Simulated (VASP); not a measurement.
Wanted: the native input for a VASP 6.6.1 run.

- Task: single point
- Functional: LDA
- Potentials or basis: VASP PAW LDA potentials, release 64 (La, Ru_pv)
- Cutoff: 520 eV
- k mesh: 7 × 7 × 7
- Occupations: fermi-dirac, width 0.05 eV
- Spin: no spin polarisation
- Dipole correction: no
- Further INCAR settings: ALGO = Normal; EDIFF = 1e-07; NBANDS = 48

The structure of LaRu2 lies in POSCAR:

```
LaRu2
1.0
    0.0000000000      3.7717988796      3.7717988796
    3.7717988796      0.0000000000      3.7717988796
    3.7717988796      3.7717988796      0.0000000000
La Ru
2 4
Direct
    0.0000000000      0.0000000000      0.0000000000
    0.2500000000      0.2500000000      0.2500000000
    0.6250000000      0.6250000000      0.6250000000
    0.1250000000      0.6250000000      0.6250000000
    0.6250000000      0.6250000000      0.1250000000
    0.6250000000      0.1250000000      0.6250000000
```

These files were run (other wordings do the same):

INCAR

```
SYSTEM = LaRu2
PREC     = Accurate       ! precision mode
ENCUT    = 520            ! plane-wave cutoff, eV
EDIFF    = 1E-7           ! SCF threshold, eV
ISMEAR   = -1             ! smearing method
SIGMA    = 0.05           ! smearing width, eV
LREAL    = .FALSE.        ! projectors in reciprocal space
LASPH    = .TRUE.         ! aspherical terms in the spheres
NELM     = 80             ! most SCF steps
ALGO     = Normal         ! electronic algorithm
ISIF     = 2              ! what is computed and relaxed
LWAVE    = .FALSE.        ! write WAVECAR
LCHARG   = .FALSE.        ! write CHGCAR
NBANDS   = 48             ! bands
```

KPOINTS

```
regular mesh
0
G
  7 7 7
  0 0 0
```

Potentials or basis: VASP PAW LDA potentials, release 64 (La, Ru_pv).

Launch:

```bash
$ cat potpaw_LDA.64/La/POTCAR potpaw_LDA.64/Ru_pv/POTCAR > POTCAR
$ mpirun -np 1 vasp_std > vasp.out
```

It gave:

| Quantity | Value |
| --- | --- |
| Pressure | 0.2 GPa |
| Band gap on the k mesh | zero (bands 39 and 40 overlap by 0.60 eV) |

Caveat: spin-orbit coupling is left out, which moves the levels of the heavy elements.

Wall time 72 s on 1 thread of Intel(R) Xeon(R) 6975P-C (Granite Rapids), on a shared host, peak memory 0.25 GiB.
